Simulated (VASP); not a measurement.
Here is a VASP 6.6.1 calculation.

INCAR

```
  PREC = Accurate
  ENCUT = 520
  EDIFF = 1E-6
  ISMEAR = -1
  SIGMA = 0.1
  LREAL = False
  LASPH = True
  NELM = 100
  ALGO = Normal
  ISIF = 2
  LWAVE = False
  LCHARG = False
  GGA = PS
  NBANDS = 33
```

The input KPOINTS:

```
regular mesh
0
Gamma
  8 8 12
```

POSCAR

```
TiO2
1.0
    4.5912577569      0.0000000000      0.0000000000
    0.0000000000      4.5912577569      0.0000000000
    0.0000000000      0.0000000000      2.9389898555
Ti O
2 4
Direct
    0.0000000000      0.0000000000      0.0000000000
    0.5000000000      0.5000000000      0.5000000000
    0.3044381815      0.3044381815      0.0000000000
    0.1955618185      0.8044381815      0.5000000000
    0.6955618185      0.6955618185      0.0000000000
    0.8044381815      0.1955618185      0.5000000000
```

Potentials or basis: VASP PAW PBE potentials, release 64 (Ti_sv, O).

Launch:

```sh
$ cat potpaw_PBE.64/Ti_sv/POTCAR potpaw_PBE.64/O/POTCAR > POTCAR
$ mpirun -np 1 vasp_std > vasp.out
```

Predict the band gap on the k mesh.

1.84 eV.

Predict the pressure.

0.6 GPa.

Forces on the atoms (eV/Å):
```
Ti   0.000  0.000  0.000
Ti   0.000  0.000  0.000
O   -0.018 -0.018  0.000
O    0.018 -0.018  0.000
O    0.018  0.018  0.000
O   -0.018  0.018  0.000
```

Caveat: the PAW data sets were made with another functional, which shifts forces and pressure a little. A k mesh can miss the band edges.
